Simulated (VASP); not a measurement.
# Ga8BiAs7 (P1) in VASP: single point with PBEsol

Aim: the single point of Ga8BiAs7 with PBEsol.

Program: VASP 6.6.1. These are calculated values, not measurements. Logs are shortened: lines on timing, memory, paths and dates and some standing lists are left out, and cuts for length are marked.

## 1. The cell of the first run

The typed cell holds 16 atoms: a = 8.119 Å, b = 8.119 Å, c = 8.119 Å, α = 60.00°, β = 60.00°, γ = 60.00°.

## 2. Single point, PBEsol

Contents of INCAR:

```
SYSTEM = Ga8BiAs7
PREC     = Accurate       ! precision mode
ENCUT    = 520            ! plane-wave cutoff, eV
EDIFF    = 1E-6           ! SCF threshold, eV
ISMEAR   = -1             ! smearing method
SIGMA    = 0.05           ! smearing width, eV
LREAL    = Auto         
LASPH    = .True.         ! aspherical terms in the spheres
NELM     = 100            ! most SCF steps
ALGO     = Normal         ! electronic algorithm
ISIF     = 2              ! what is computed and relaxed
LWAVE    = .False.        ! write WAVECAR
LCHARG   = .False.        ! write CHGCAR
GGA      = PS             ! functional
NBANDS   = 91             ! bands
```

Contents of KPOINTS:

```
Automatic mesh
0
Gamma
  3 3 3
  0 0 0
```

Contents of POSCAR:

```
Ga8BiAs7
1.0
    0.0000000000      5.7413290000      5.7413290000
    5.7413290000      0.0000000000      5.7413290000
    5.7413290000      5.7413290000      0.0000000000
Ga As Bi
8 7 1
Direct
    0.9983090000      0.0013840000      0.0052640000
    0.4999000000      0.4993930000      0.4968740000
    0.0031580000      0.9973990000      0.4969910000
    0.5038500000      0.4987350000      0.9968320000
    0.9995390000      0.4989890000      0.0002290000
    0.4994430000      0.0003350000      0.4983230000
    0.5010850000      0.9970500000      0.9997910000
    0.9992160000      0.5049650000      0.4979170000
    0.1272050000      0.1266300000      0.1223700000
    0.1281970000      0.1229270000      0.6258510000
    0.6226590000      0.6214040000      0.1309080000
    0.1263260000      0.6260240000      0.1252710000
    0.6222700000      0.1304590000      0.6267720000
    0.6238310000      0.1232950000      0.1238110000
    0.1254350000      0.6214990000      0.6224360000
    0.6202280000      0.6296820000      0.6258740000
```

Potentials or basis: VASP PAW PBE potentials, release 64 (Ga_d, As, Bi_d).

The run is started by

```sh
$ cat potpaw_PBE.64/Ga_d/POTCAR potpaw_PBE.64/As/POTCAR potpaw_PBE.64/Bi_d/POTCAR > POTCAR
$ mpirun -np 1 vasp_std > vasp.out
```

OUTCAR:

```text
SYSTEM = Ga8BiAs7
   PREC = Accurate
   ENCUT = 520
   EDIFF = 1E-6
   ISMEAR = -1
   LREAL = Auto
   LASPH = .True.
   NELM = 100
   ISIF = 2
   GGA = PS

 ion  position               nearest neighbor table
   1  0.998  0.001  0.005-   9 2.46  14 2.48  12 2.49  10 2.52
   2  0.500  0.499  0.497-  11 2.43  13 2.45  15 2.48  16 2.52
   3  0.003  0.997  0.497-   9 2.48  15 2.49  10 2.52  13 2.53
   4  0.504  0.499  0.997-  16 2.46  14 2.49  11 2.49  12 2.50
   5  1.000  0.499  0.000-   9 2.47  11 2.50  15 2.50  12 2.51
   6  0.499  0.000  0.498-  16 2.46  10 2.46  14 2.48  13 2.53
[... 8 lines left out ...]
  15  0.125  0.621  0.622-   8 2.44   2 2.48   3 2.49   5 2.50
  16  0.620  0.630  0.626-   6 2.46   4 2.46   8 2.51   2 2.52

  LATTYP: Found a face centered cubic cell.
 ALAT       =    11.4826580000

  Lattice vectors:

 A1 = (   0.0000000000,   5.7413290000,   5.7413290000)
 A2 = (   5.7413290000,   0.0000000000,   5.7413290000)
 A3 = (   5.7413290000,   5.7413290000,   0.0000000000)

Analysis of symmetry for initial positions (statically):
=====================================================================
 Subroutine PRICEL returns:
 Original cell was already a primitive cell.

 Routine SETGRP: Setting up the symmetry group for a
 face centered cubic supercell.

 Subroutine GETGRP returns: Found  1 space group operations
 (whereof  1 operations were pure point group operations)
 out of a pool of 48 trial point group operations.

The static configuration has the point symmetry C_1 .

Analysis of symmetry for dynamics (positions and initial velocities):
=====================================================================
 Subroutine PRICEL returns:
 Original cell was already a primitive cell.

 Routine SETGRP: Setting up the symmetry group for a
 face centered cubic supercell.

 Subroutine GETGRP returns: Found  1 space group operations
 (whereof  1 operations were pure point group operations)
 out of a pool of 48 trial point group operations.

The dynamic configuration has the point symmetry C_1 .

 Subroutine INISYM returns: Found  1 space group operations
 (whereof  1 operations are pure point group operations),
 and found     1 'primitive' translations

----------------------------------------------------------------------------------------

                                     Primitive cell

  volume of cell :     378.5012

  direct lattice vectors                    reciprocal lattice vectors
     0.000000000  5.741329000  5.741329000    -0.087087850  0.087087850  0.087087850
     5.741329000  0.000000000  5.741329000     0.087087850 -0.087087850  0.087087850
     5.741329000  5.741329000  0.000000000     0.087087850  0.087087850 -0.087087850

  length of vectors
     8.119465338  8.119465338  8.119465338     0.150840581  0.150840581  0.150840581

  position of ions in fractional coordinates (direct lattice)
     0.998309000  0.001384000  0.005264000
     0.499900000  0.499393000  0.496874000
     0.003158000  0.997399000  0.496991000
     0.503850000  0.498735000  0.996832000
     0.999539000  0.498989000  0.000229000
     0.499443000  0.000335000  0.498323000
[... 8 lines left out ...]
     0.125435000  0.621499000  0.622436000
     0.620228000  0.629682000  0.625874000

  ion indices of the primitive-cell ions
   primitive index   ion index
                 1           1
                 2           2
                 3           3
                 4           4
                 5           5
                 6           6
[... 8 lines left out ...]
                15          15
                16          16

----------------------------------------------------------------------------------------

 KPOINTS: Automatic mesh

Automatic generation of k-mesh.
 Grid dimensions read from file:
 generate k-points for:    3    3    3

 Generating k-lattice:

  Cartesian coordinates                     Fractional coordinates (reciprocal lattice)
    -0.029029283  0.029029283  0.029029283     0.333333333  0.000000000  0.000000000
     0.029029283 -0.029029283  0.029029283     0.000000000  0.333333333  0.000000000
     0.029029283  0.029029283 -0.029029283     0.000000000  0.000000000  0.333333333

  Length of vectors
     0.050280194  0.050280194  0.050280194

  Shift w.r.t. Gamma in fractional coordinates (k-lattice)
     0.000000000  0.000000000  0.000000000

 Subroutine IBZKPT returns following result:
 ===========================================

 Found     14 irreducible k-points:

 Following reciprocal coordinates:
            Coordinates               Weight
  0.000000  0.000000  0.000000      1.000000
  0.333333  0.000000  0.000000      2.000000
  0.000000  0.333333  0.000000      2.000000
  0.000000  0.000000  0.333333      2.000000
  0.333333  0.333333  0.333333      2.000000
  0.333333  0.333333  0.000000      2.000000
  0.000000  0.333333  0.333333      2.000000
  0.333333  0.000000  0.333333      2.000000
 -0.333333  0.333333  0.000000      2.000000
  0.000000 -0.333333  0.333333      2.000000
  0.333333  0.000000 -0.333333      2.000000
  0.333333  0.333333 -0.333333      2.000000
 -0.333333  0.333333 -0.333333      2.000000
  0.333333 -0.333333 -0.333333      2.000000
   k-points           NKPTS =     14   k-points in BZ     NKDIM =     14   number of bands    NBANDS=     91
   number of dos      NEDOS =    301   number of ions     NIONS =     16
   total plane-waves  NPLWV = 216000
   dimension x,y,z NGX =    60 NGY =   60 NGZ =   60
   dimension x,y,z NGXF=   120 NGYF=  120 NGZF=  120
   ions per type =               8   7   1
   NGX,Y,Z   is equivalent  to a cutoff of  12.28, 12.28, 12.28 a.u.
   NGXF,Y,Z  is equivalent  to a cutoff of  24.57, 24.57, 24.57 a.u.
 SYSTEM =  Ga8BiAs7
   PREC   = accura    normal or accurate (medium, high low for compatibility)
   ISTART =      0    job   : 0-new  1-cont  2-samecut
   ICHARG =      2    charge: 1-file 2-atom 10-const
   ISPIN  =      1    spin polarized calculation?
   LNONCOLLINEAR =      F non collinear calculations
   LSORBIT =      F    spin-orbit coupling
   LASPH  =      T    aspherical Exc in radial PAW
   ENCUT  =  520.0 eV  38.22 Ry    6.18 a.u.  15.10 15.10 15.10*2*pi/ulx,y,z
   NELM   =    100;   NELMIN=  2; NELMDL= -5     # of ELM steps
   EDIFF  = 0.1E-05   stopping-criterion for ELM
   LREAL  =      T    real-space projection
   EDIFFG = 0.1E-04   stopping-criterion for IOM
   NSW    =      0    number of steps for IOM
   IBRION =     -1    ionic relax: 0-MD 1-quasi-New 2-CG
   NFREE  =      0    steps in history (QN), initial steepest desc. (CG)
   ISIF   =      2    stress and relaxation
   ISYM   =      2    0-nonsym 1-usesym 2-fastsym
   POTIM  = 0.5000    time-step for ionic-motion
   TEBEG  =    0.0;   TEEND  =   0.0 temperature during run
   PSTRESS=    0.0 pullay stress
   NELECT =     154.0000    total number of electrons
   NUPDOWN=      -1.0000    fix difference up-down
   EMIN   =  10.00;   EMAX   =-10.00  energy-range for DOS
   EFERMI =   0.00;   METHOD = LEGACY
   ISMEAR =    -1;   SIGMA  =   0.05  broadening in eV -4-tet -1-fermi 0-gaus
   EFERMI_NEDOS =   21; number of points for ismear=-14 and -15
   IALGO  =     38    algorithm
   IMIX   =      4    mixing-type and parameters
     AMIX     =   0.40;   BMIX     =  1.00
     AMIX_MAG =   1.60;   BMIX_MAG =  1.00
  volume/ion in A,a.u.               =      23.66       159.64
  Fermi-wavevector in a.u.,A,eV,Ry     =   1.213089  2.292406 20.022126  1.471585
  Thomas-Fermi vector in A             =   2.348552
   LORBIT       =      0    0 simple, 1 ext, 2 COOP (PROOUT), +10 PAW based schemes
   GGA     = PS    functional components
   LHFCALC =     F    Hartree Fock is set to
   AEXX    =    0.0000 exact exchange contribution
   IVDW    =     0    specifies the selected vdW correction
   LEPSILON=     F    determine dielectric tensor
   LRPA    =     F    only Hartree local field effects (RPA)
 non-spin polarized calculation
  energy-cutoff  :      520.00
  volume of cell :      378.50
 maximum number of plane-waves:     10233
   NGX = 31   NGY = 31   NGZ = 31

 number of electron     153.9999993 magnetization

 Free energy of the ion-electron system (eV)
  ---------------------------------------------------
  ext. energy  EPLUGINS =         0.00000000
  ---------------------------------------------------
  free energy    TOTEN  =       -69.91188660 eV

  energy without entropy =      -69.90405583  energy(sigma->0) =      -69.90797121

 E-fermi :   4.0537     XC(G=0):  -9.6962

 val. band max:        4.0321247329   @ k =   0.0000   0.0000   0.0000
 cond. band min:       4.6036719997   @ k =   0.0000   0.0000   0.0000
 fundamental gap:      0.5715472668
 Fermi energy:         4.0537490933

 k-point     1 :       0.0000    0.0000    0.0000
  band No.  band energies     occupation
      1     -18.6612      2.00000
      2     -18.6502      2.00000
      3     -18.6275      2.00000
      4     -18.5545      2.00000
      5     -18.5504      2.00000
      6     -11.1549      2.00000
[... 81 lines left out ...]
     88       5.4739      0.00000
     89       7.4710      0.00000

 k-point     2 :       0.3333    0.0000    0.0000
  band No.  band energies     occupation
      1     -18.6612      2.00000
      2     -18.6502      2.00000
      3     -18.6275      2.00000
      4     -18.5545      2.00000
      5     -18.5504      2.00000
      6     -11.1512      2.00000
[... 1093 lines left out ...]
     88       7.5788      0.00000
     89       7.6720      0.00000

 k-point    14 :       0.3333   -0.3333   -0.3333
  band No.  band energies     occupation
      1     -18.6612      2.00000
      2     -18.6502      2.00000
      3     -18.6275      2.00000
      4     -18.5545      2.00000
      5     -18.5504      2.00000
      6     -11.1468      2.00000
[... 81 lines left out ...]
     88       7.5968      0.00000
     89       7.6964      0.00000
 [bands above 89 left out]

------------------------ aborting loop because EDIFF is reached ----------------------------------------

  FORCE on cell =-STRESS in cart. coord.  units (eV):
  Direction    XX          YY          ZZ          XY          YZ          ZX
  --------------------------------------------------------------------------------------
  -------------------------------------------------------------------------------------
  Total        1.8716954      2.1117858      2.0590943      0.1943347     -1.1249758     -0.0484582
  in kB        7.9227955      8.9390869      8.7160461      0.8226095     -4.7619678     -0.2051212
  external PRESSURE =       8.5259762 kB  Pullay stress =       0.0000000 kB

 VOLUME and BASIS-vectors are now :
 -----------------------------------------------------------------------------
  energy-cutoff  :      520.00
  volume of cell :      378.50
      direct lattice vectors                 reciprocal lattice vectors
     0.000000000  5.741329000  5.741329000    -0.087087850  0.087087850  0.087087850
     5.741329000  0.000000000  5.741329000     0.087087850 -0.087087850  0.087087850
     5.741329000  5.741329000  0.000000000     0.087087850  0.087087850 -0.087087850

 POSITION                                       TOTAL-FORCE (eV/Angst)
 -----------------------------------------------------------------------------------
      0.03817      5.76184      5.73957        -0.308696     -0.170694      0.032208
      5.71990      5.72281      5.73727        -0.616871     -0.788648     -1.027106
      8.57978      2.87152      5.74453         0.279849      0.042089      0.000482
      8.58654      8.61591      5.75617         1.355217      1.263440     -1.394647
      2.86617      5.74000      8.60354         0.133974     -0.021001      0.169063
      2.86296      5.72850      2.86939         1.441713     -1.152892      1.451975
[... 8 lines left out ...]
      7.14184      4.29377      4.28839         0.273408      0.144669      0.153278
      7.20856      7.15428      7.17614        -0.681422      0.025150     -0.015912
 -----------------------------------------------------------------------------------
    total drift:                               -0.015826     -0.005321     -0.016932

  FREE ENERGIE OF THE ION-ELECTRON SYSTEM (eV)
  ---------------------------------------------------
  free  energy   TOTEN  =       -69.9118865956 eV

  energy  without entropy=      -69.9040558258  energy(sigma->0) =      -69.90797121
```

Wall time 27 min (1 thread of Intel Xeon 8259CL, shared host); peak memory 0.67 GiB.

What came out:

```yaml
Free_energy: -69.9119 eV
Pressure: 0.9 GPa
Largest_force: 2.349 eV/Å
Band_gap_on_the_k_mesh: 0.02 eV
```

Forces in eV/Å, atoms in the order of the input:
```
Ga  -0.309 -0.171  0.032
Ga  -0.617 -0.789 -1.027
Ga   0.280  0.042  0.000
Ga   1.355  1.263 -1.395
Ga   0.134 -0.021  0.169
Ga   1.442 -1.153  1.452
Ga  -0.009 -0.011 -0.008
Ga  -1.300  0.994  0.612
As   0.080  0.109 -0.114
As   0.215 -0.296 -0.051
As  -0.333 -0.246  0.244
As  -0.137 -0.029 -0.030
As  -0.577  0.042 -0.140
As   0.183  0.095  0.117
As   0.273  0.145  0.153
Bi  -0.681  0.025 -0.016
```

Levels at points of the mesh, in eV from the valence-band top:
| k point | band 74 | band 75 | band 76 | band 77 | band 78 | band 79 | band 80 | band 81 |
| --- | --- | --- | --- | --- | --- | --- | --- | --- |
| (0.00, 0.00, 0.00) | -1.08 | -0.08 | -0.03 | 0.00 | 0.02 | 0.59 | 0.60 | 0.61 |

Caveat: the smearing spreads over this small gap; the PAW data sets were made with another functional, which shifts forces and pressure a little; spin-orbit coupling is left out, which moves the levels of the heavy elements.

The gap in the log of VASP goes by the Fermi energy; the results here count the filled bands.